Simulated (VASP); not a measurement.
# Ge (Cmcm) in VASP: a series of runs, part 3 of 3

VASP 6.6.1. Earlier steps stand in the parts before.

## 6. Single point, RPBE

This run uses another cell than the first one, of 19.76 Å³/atom, 1.083 times its volume.

File INCAR:

```
SYSTEM = Ge
ALGO = Normal
EDIFF = 1E-6
ENCUT = 520
GGA = RP
ISIF = 2
ISMEAR = -1
LASPH = .TRUE.
LCHARG = .FALSE.
LREAL = .FALSE.
LWAVE = .FALSE.
NBANDS = 21
NELM = 100
PREC = Accurate
SIGMA = 0.05
```

File KPOINTS:

```
k-points
0
G
  10 10 6
  0 0 0
```

File POSCAR:

```
Ge
1.0
    1.5135337932     -2.6515961064      0.0000000000
    1.5135337932      2.6515961064      0.0000000000
    0.0000000000      0.0000000000      4.9247518410
Ge
2
Direct
    0.3335865274      0.6664134726      0.2500000000
    0.6664134726      0.3335865274      0.7500000000
```

Potentials or basis: VASP PAW PBE potentials, release 64 (Ge_d).

Run with:

```bash
> cat potpaw_PBE.64/Ge_d/POTCAR > POTCAR
> mpirun -np 1 vasp_std > vasp.out
```

OUTCAR:

```text
SYSTEM = Ge
   EDIFF = 1E-6
   ENCUT = 520
   GGA = RP
   ISIF = 2
   ISMEAR = -1
   LASPH = .TRUE.
   LREAL = .FALSE.
   NELM = 100
   PREC = Accurate

 ion  position               nearest neighbor table
   1  0.334  0.666  0.250-
   2  0.666  0.334  0.750-

  LATTYP: Found a base centered orthorhombic cell.
 ALAT       =     3.0270675864
 B/A-ratio  =     1.7519239533
 C/A-ratio  =     1.6269051484

  Lattice vectors:

 A1 = (   1.5135337932,  -2.6515961064,   0.0000000000)
 A2 = (   1.5135337932,   2.6515961064,   0.0000000000)
 A3 = (   0.0000000000,   0.0000000000,   4.9247518410)

Analysis of symmetry for initial positions (statically):
=====================================================================
 Subroutine PRICEL returns:
 Original cell was already a primitive cell.

 Routine SETGRP: Setting up the symmetry group for a
 base centered orthorhombic supercell.

 Subroutine GETGRP returns: Found  8 space group operations
 (whereof  4 operations were pure point group operations)
 out of a pool of  8 trial point group operations.

The static configuration has the point symmetry C_2h.
 The point group associated with its full space group is D_2h.

Analysis of symmetry for dynamics (positions and initial velocities):
=====================================================================
 Subroutine PRICEL returns:
 Original cell was already a primitive cell.

 Routine SETGRP: Setting up the symmetry group for a
 base centered orthorhombic supercell.

 Subroutine GETGRP returns: Found  8 space group operations
 (whereof  4 operations were pure point group operations)
 out of a pool of  8 trial point group operations.

The dynamic configuration has the point symmetry C_2h.
 The point group associated with its full space group is D_2h.

 Subroutine INISYM returns: Found  8 space group operations
 (whereof  4 operations are pure point group operations),
 and found     1 'primitive' translations

----------------------------------------------------------------------------------------

                                     Primitive cell

  volume of cell :      39.5288

  direct lattice vectors                    reciprocal lattice vectors
     1.513533793 -2.651596106  0.000000000     0.330352716 -0.188565671  0.000000000
     1.513533793  2.651596106  0.000000000     0.330352716  0.188565671  0.000000000
     0.000000000  0.000000000  4.924751841     0.000000000  0.000000000  0.203055917

  length of vectors
     3.053153526  3.053153526  4.924751841     0.380381295  0.380381295  0.203055917

  position of ions in fractional coordinates (direct lattice)
     0.333586527  0.666413473  0.250000000
     0.666413473  0.333586527  0.750000000

  ion indices of the primitive-cell ions
   primitive index   ion index
                 1           1
                 2           2

----------------------------------------------------------------------------------------

 KPOINTS: k-points

Automatic generation of k-mesh.
 Grid dimensions read from file:
 generate k-points for:   10   10    6

 Generating k-lattice:

  Cartesian coordinates                     Fractional coordinates (reciprocal lattice)
     0.033035272 -0.018856567  0.000000000     0.100000000 -0.000000000  0.000000000
     0.033035272  0.018856567  0.000000000    -0.000000000  0.100000000  0.000000000
     0.000000000  0.000000000  0.033842653     0.000000000  0.000000000  0.166666667

  Length of vectors
     0.038038130  0.038038130  0.033842653

  Shift w.r.t. Gamma in fractional coordinates (k-lattice)
     0.000000000  0.000000000  0.000000000

 Subroutine IBZKPT returns following result:
 ===========================================

 Found    124 irreducible k-points:

 Following reciprocal coordinates:
            Coordinates               Weight
  0.000000  0.000000  0.000000      1.000000
  0.100000  0.000000  0.000000      4.000000
  0.200000  0.000000  0.000000      4.000000
  0.300000  0.000000  0.000000      4.000000
  0.400000 -0.000000  0.000000      4.000000
  0.500000  0.000000  0.000000      2.000000
[... 16 lines left out ...]
  0.300000  0.300000  0.000000      2.000000
  0.400000  0.300000  0.000000      4.000000
 [... further k-points ...]
   k-points           NKPTS =    124   k-points in BZ     NKDIM =    124   number of bands    NBANDS=     21
   number of dos      NEDOS =    301   number of ions     NIONS =      2
   total plane-waves  NPLWV =  23040
   dimension x,y,z NGX =    24 NGY =   24 NGZ =   40
   dimension x,y,z NGXF=    48 NGYF=   48 NGZF=   80
   ions per type =               2
   NGX,Y,Z   is equivalent  to a cutoff of  13.07, 13.07, 13.50 a.u.
   NGXF,Y,Z  is equivalent  to a cutoff of  26.14, 26.14, 27.01 a.u.
 SYSTEM =  Ge
   PREC   = accura    normal or accurate (medium, high low for compatibility)
   ISTART =      0    job   : 0-new  1-cont  2-samecut
   ICHARG =      2    charge: 1-file 2-atom 10-const
   ISPIN  =      1    spin polarized calculation?
   LNONCOLLINEAR =      F non collinear calculations
   LSORBIT =      F    spin-orbit coupling
   LASPH  =      T    aspherical Exc in radial PAW
   ENCUT  =  520.0 eV  38.22 Ry    6.18 a.u.   5.68  5.68  9.16*2*pi/ulx,y,z
   NELM   =    100;   NELMIN=  2; NELMDL= -5     # of ELM steps
   EDIFF  = 0.1E-05   stopping-criterion for ELM
   LREAL  =      F    real-space projection
   EDIFFG = 0.1E-04   stopping-criterion for IOM
   NSW    =      0    number of steps for IOM
   IBRION =     -1    ionic relax: 0-MD 1-quasi-New 2-CG
   NFREE  =      0    steps in history (QN), initial steepest desc. (CG)
   ISIF   =      2    stress and relaxation
   ISYM   =      2    0-nonsym 1-usesym 2-fastsym
   POTIM  = 0.5000    time-step for ionic-motion
   TEBEG  =    0.0;   TEEND  =   0.0 temperature during run
   PSTRESS=    0.0 pullay stress
   NELECT =      28.0000    total number of electrons
   NUPDOWN=      -1.0000    fix difference up-down
   EMIN   =  10.00;   EMAX   =-10.00  energy-range for DOS
   EFERMI =   0.00;   METHOD = LEGACY
   ISMEAR =    -1;   SIGMA  =   0.05  broadening in eV -4-tet -1-fermi 0-gaus
   EFERMI_NEDOS =   21; number of points for ismear=-14 and -15
   IALGO  =     38    algorithm
   IMIX   =      4    mixing-type and parameters
     AMIX     =   0.40;   BMIX     =  1.00
     AMIX_MAG =   1.60;   BMIX_MAG =  1.00
  volume/ion in A,a.u.               =      19.76       133.38
  Fermi-wavevector in a.u.,A,eV,Ry     =   1.459339  2.757751 28.975929  2.129671
  Thomas-Fermi vector in A             =   2.575918
   LORBIT       =      0    0 simple, 1 ext, 2 COOP (PROOUT), +10 PAW based schemes
   GGA     = RP    functional components
   LHFCALC =     F    Hartree Fock is set to
   AEXX    =    0.0000 exact exchange contribution
   IVDW    =     0    specifies the selected vdW correction
   LEPSILON=     F    determine dielectric tensor
   LRPA    =     F    only Hartree local field effects (RPA)
 non-spin polarized calculation
  energy-cutoff  :      520.00
  volume of cell :       39.53
 maximum number of plane-waves:      1087
   NGX = 11   NGY = 11   NGZ = 19

 number of electron      28.0000024 magnetization

 Free energy of the ion-electron system (eV)
  ---------------------------------------------------
  ext. energy  EPLUGINS =         0.00000000
  ---------------------------------------------------
  free energy    TOTEN  =        -7.67276675 eV

  energy without entropy =       -7.66503686  energy(sigma->0) =       -7.66890180

 E-fermi :   6.3984     XC(G=0): -10.9681

 val. band max:        6.3281183594   @ k =  -0.3000   0.2000   0.1667
 cond. band min:       6.3992346263   @ k =   0.5000   0.2000   0.5000
 fundamental gap:      0.0711162669
 Fermi energy:         6.3983530765

 k-point     1 :       0.0000    0.0000    0.0000
  band No.  band energies     occupation
      1     -18.3798      2.00000
      2     -18.3771      2.00000
      3     -18.3768      2.00000
      4     -18.3722      2.00000
      5     -18.3709      2.00000
      6     -18.3663      2.00000
[... 13 lines left out ...]
     20      18.9758      0.00000
     21      19.9127      0.00000
[... 529 lines left out ...]
 k-point    24 :       0.4000    0.3000    0.0000
  band No.  band energies     occupation
      1     -18.4036      2.00000
      2     -18.3668      2.00000
      3     -18.3645      2.00000
      4     -18.3593      2.00000
      5     -18.3485      2.00000
      6     -18.3371      2.00000
[... 13 lines left out ...]
     20      21.5834      0.00000
     21      22.2160      0.00000

 [... further k-points ...]

------------------------ aborting loop because EDIFF is reached ----------------------------------------

  FORCE on cell =-STRESS in cart. coord.  units (eV):
  Direction    XX          YY          ZZ          XY          YZ          ZX
  --------------------------------------------------------------------------------------
  -------------------------------------------------------------------------------------
  Total       -0.0056889      0.0072467      0.0032456      0.0000000      0.0000000      0.0000000
  in kB       -0.2305826      0.2937227      0.1315499      0.0000000      0.0000000      0.0000000
  external PRESSURE =       0.0648967 kB  Pullay stress =       0.0000000 kB

 VOLUME and BASIS-vectors are now :
 -----------------------------------------------------------------------------
  energy-cutoff  :      520.00
  volume of cell :       39.53
      direct lattice vectors                 reciprocal lattice vectors
     1.513533793 -2.651596106  0.000000000     0.330352716 -0.188565671  0.000000000
     1.513533793  2.651596106  0.000000000     0.330352716  0.188565671  0.000000000
     0.000000000  0.000000000  4.924751841     0.000000000  0.000000000  0.203055917

 POSITION                                       TOTAL-FORCE (eV/Angst)
 -----------------------------------------------------------------------------------
      1.51353      0.88252      1.23119         0.000000     -0.000654     -0.000000
      1.51353     -0.88252      3.69356         0.000000      0.000654      0.000000
 -----------------------------------------------------------------------------------
    total drift:                                0.000000      0.000000     -0.000000

  FREE ENERGIE OF THE ION-ELECTRON SYSTEM (eV)
  ---------------------------------------------------
  free  energy   TOTEN  =        -7.6727667494 eV

  energy  without entropy=       -7.6650368558  energy(sigma->0) =       -7.66890180
```

stdout:

```text
POSCAR found type information on POSCAR Ge
 POSCAR found :  1 types and       2 ions
 scaLAPACK will be used
 -----------------------------------------------------------------------------
|                                                                             |
|                                                                             |
|     You enforced a specific xc type in the INCAR file but a different       |
|     I HOPE YOU KNOW WHAT YOU ARE DOING!                                     |
|                                                                             |
 -----------------------------------------------------------------------------

 LDA part: xc-table for (Slater+PW92), standard interpolation
 POSCAR, INCAR and KPOINTS ok, starting setup
 FFT: planning ... GRIDC
 FFT: planning ... GRID_SOFT
 FFT: planning ... GRID
 WAVECAR not read
 entering main loop
```

Wall time 41 s (1 thread of Intel Xeon Platinum 8488C (Sapphire Rapids), shared host); peak memory 0.21 GiB.

What came out:

```
Free energy            : -7.6728 eV
Pressure               : 0.0 GPa
Band gap on the k mesh : zero (band 14 reaches 12.84 eV, above the bottom of band 15 at 4.34 eV)
```

Levels at points of the mesh, in eV from the Fermi level:
```csv
k point,band 10,band 11,band 12,band 13,band 14,band 15,band 16,band 17,band 18,band 19
"(0.00, 0.00, 0.00)",-24.70,-12.77,-7.64,-5.22,6.32,6.51,8.17,8.36,8.90,11.01
"(0.50, 0.00, 0.00)",-24.69,-8.12,-6.80,-2.57,-1.45,-0.79,1.41,2.43,6.34,6.57
"(0.50, 0.50, 0.00)",-24.69,-8.24,-6.87,-2.62,-1.49,-0.89,1.35,2.68,6.57,6.82
"(0.00, 0.00, 0.50)",-24.72,-11.25,-11.25,1.31,1.31,7.31,7.31,7.49,7.49,12.23
"(0.50, 0.00, 0.50)",-24.69,-6.87,-6.87,-4.59,-4.59,3.91,3.91,4.48,4.48,8.32
"(0.50, 0.50, 0.50)",-24.69,-6.99,-6.99,-4.63,-4.63,4.16,4.16,4.49,4.49,8.48
```

Caveat: the PAW data sets were made with another functional, which shifts forces and pressure a little.

## 7. Summary

| level | cell | k mesh | smearing | gap on the mesh (eV) | pressure (GPa) | largest force (eV/Å) |
| --- | --- | --- | --- | --- | --- | --- |
| r2SCAN | a = 2.991, b = 2.991, c = 4.728 Å, angles 90.0, 90.0, 120.3°, 2 atoms | 9 × 9 × 5 | gaussian 0.01 eV | none | 1.1 | 0.02 |
| r2SCAN | a = 2.991, b = 2.991, c = 4.728 Å, angles 90.0, 90.0, 120.3°, 2 atoms | 9 × 9 × 5 | gaussian 0.005 eV | none | 1.2 | 0.02 |
| PBE | a = 3.031, b = 3.031, c = 4.887 Å, angles 90.0, 90.0, 120.8°, 2 atoms | 10 × 10 × 6 | fermi-dirac 0.05 eV | none | 0.0 | - |
| revPBE | a = 3.049, b = 3.049, c = 4.915 Å, angles 90.0, 90.0, 120.8°, 2 atoms | 10 × 10 × 6 | fermi-dirac 0.05 eV | none | 0.0 | - |
| RPBE | a = 3.053, b = 3.053, c = 4.925 Å, angles 90.0, 90.0, 120.6°, 2 atoms | 10 × 10 × 6 | fermi-dirac 0.05 eV | none | 0.0 | - |

Alike in all rows: task single point; potentials or basis VASP PAW PBE potentials, release 64 (Ge_d); no spin polarisation; cutoff (eV) 520.

Caveats: the PAW data sets were made with another functional, which shifts forces and pressure a little (some runs).

Total energies depend on the potentials used, so only differences within one code and one set of settings carry meaning.
